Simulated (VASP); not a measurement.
A run of VASP 6.6.1 is set up as follows.

Contents of INCAR:

```
  ALGO = Normal
  EDIFF = 1E-6
  ENCUT = 520
  GGA = PE
  ISIF = 2
  ISMEAR = 0
  LASPH = True
  LCHARG = True
  LELF = True
  LREAL = False
  LVHAR = True
  LWAVE = False
  NBANDS = 24
  NELM = 80
  PREC = Accurate
  SIGMA = 0.01
```

KPOINTS

```
k-points
0
Gamma
  6 6 4
```

POSCAR

```
KYSe2
1.0
    4.3197464662      0.0000000000      0.0000000000
    0.0000000000      4.3197464662      0.0000000000
    0.0000000000      0.0000000000      5.8682760692
K Se Y
1 2 1
Direct
    0.0000000000      0.0000000000      0.0000000000
    0.0000000000      0.0000000000      0.5000000000
    0.5000000000      0.5000000000      0.0000000000
    0.5000000000      0.5000000000      0.5000000000
```

Potentials or basis: VASP PAW PBE potentials, release 64 (K_sv, Se, Y_sv).

The run is started by

```console
$ cat potpaw_PBE.64/K_sv/POTCAR potpaw_PBE.64/Se/POTCAR potpaw_PBE.64/Y_sv/POTCAR > POTCAR
$ mpirun -np 1 vasp_std > vasp.out
```

**Question.** Estimate the pressure.

**Answer.** 0.7 GPa.

**Question.** Predict the band gap on the k mesh.

**Answer.** 0.19 eV.

Stress tensor (GPa, compression positive):
```
0.69 0.00 0.00
0.00 0.69 0.00
0.00 0.00 0.77
```

Caveat: semilocal functionals underestimate gaps, and a narrow one can read as zero. A k mesh can miss the band edges.
